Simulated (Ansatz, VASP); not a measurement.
One calculation of CdSe, two programs

Contents of INCAR:

```
SYSTEM = CdSe
PREC = Accurate
ENCUT = 520
EDIFF = 1E-7
ISMEAR = -1
SIGMA = 0.05
LREAL = .FALSE.
LASPH = .TRUE.
NELM = 80
ALGO = Normal
ISIF = 2
LWAVE = .FALSE.
LCHARG = .FALSE.
GGA = PS
NBANDS = 26
```

KPOINTS

```
Automatic mesh
0
G
  7 7 4
  0 0 0
```

Contents of POSCAR:

```
CdSe
1.0
    4.3000000000      0.0000000000      0.0000000000
   -2.1500000000      3.7239092363      0.0000000000
    0.0000000000      0.0000000000      7.0200000000
Cd Se
2 2
Direct
    0.6666666667      0.3333333333      0.5000000000
    0.3333333333      0.6666666667      0.0000000000
    0.6666666667      0.3333333333      0.8850000000
    0.3333333333      0.6666666667      0.3850000000
```

Contents of input.yaml:

```yaml
crystal:
  lattice:
    - [4.3, 0.0, 0.0]
    - [-2.15, 3.7239092363, 0.0]
    - [0.0, 0.0, 7.02]
  atoms:
    - { symbol: Cd, position: [0.6666666667, 0.3333333333, 0.5] }
    - { symbol: Cd, position: [0.3333333333, 0.6666666667, 0.0] }
    - { symbol: Se, position: [0.6666666667, 0.3333333333, 0.885] }
    - { symbol: Se, position: [0.3333333333, 0.6666666667, 0.385] }
kpoints:
  mp_grid: { grid: [7, 7, 4] }
scf:
  occupations: { method: fermi_dirac, width: 0.05 }
hamiltonian:
  xc: pbesol
  pseudopotentials: { kind: all_electron, lapw: { basis_error: 0.002 } }
output:
  forces: true
  stress: true
  eigenvalues: true
```

Alike in both runs: task single point; functional PBEsol; k mesh 7 × 7 × 4; occupations fermi-dirac, width 0.05 eV; no spin polarisation.

```csv
,VASP,Ansatz
version,VASP 6.6.1,Ansatz 0.2.0
potentials or method,"VASP PAW PBE potentials, release 64 (Cd, Se), cutoff 520 eV","all-electron LAPW, scalar-relativistic"
```

```tsv
	VASP	Ansatz	Ansatz less VASP
gap on the k mesh at the Fermi level (eV)	0.58	0.58	-0.001
least direct gap on the mesh (eV)	0.58	0.58	-0.001
pressure (GPa)	0.5	0.2	-0.32
traceless stress, the component that is largest in VASP (GPa)	-1.27	-1.22	+0.051
rms of the force components (eV/Å)	0.159	0.153	-0.0055
```

VASP's potentials were made for PBE, not for PBEsol. Atom by atom the forces differ by 0.005 eV/Å (rms over components). Ansatz ran all-electron here, and VASP with PAW potentials.
